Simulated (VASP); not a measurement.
LiPbF3, 5 atoms in the cell. Symmetry: Pm-3m, No. 221, cubic system. The conventional cell has a = 4.808 Å, b = 4.808 Å, c = 4.808 Å, α = 90.00°, β = 90.00°, γ = 90.00°. Within 4.5 Å of Li (site symmetry m-3m) lie 12 F at 3.40 Å and 8 Pb at 4.16 Å. Within 3.2 Å of Pb (site symmetry m-3m) lie 6 F at 2.40 Å. F (site symmetry 4/mmm) has 2 Pb at 2.40 Å within 3.2 Å. 

| Property | Result |
| --- | --- |
| Program | VASP 6.6.1 |
| Task | relaxation of cell and atoms |
| Functional | PBE |
| Potentials or basis | VASP PAW PBE potentials, release 64 (Li_sv, Pb_d, F) |
| Cutoff | 600 eV |
| k mesh | 6 × 6 × 6 |
| Occupations | gaussian, width 0.01 eV |
| Spin | no spin polarisation |
| Dipole correction | no |
| Further INCAR settings | ALGO = Normal; EDIFF = 1e-06; IBRION = 2; EDIFFG = -0.001; NSW = 80; ISIF = 3 |

Potentials or basis: VASP PAW PBE potentials, release 64 (Li_sv, Pb_d, F).

Command:

```console
$ cat potpaw_PBE.64/Li_sv/POTCAR potpaw_PBE.64/Pb_d/POTCAR potpaw_PBE.64/F/POTCAR > POTCAR
$ mpirun -np 1 vasp_std > vasp.out
```

Hardware: 1 thread of Intel(R) Xeon(R) Platinum 8488C (Sapphire Rapids), on a shared host.

Problem. Estimate the wall time of this run.

Solution. Run time: 2.6 min on 1 thread of Intel(R) Xeon(R) Platinum 8488C (Sapphire Rapids), on a shared host, peak memory 0.28 GiB. Counts: scf iterations 36, k points 20, ion steps 5.
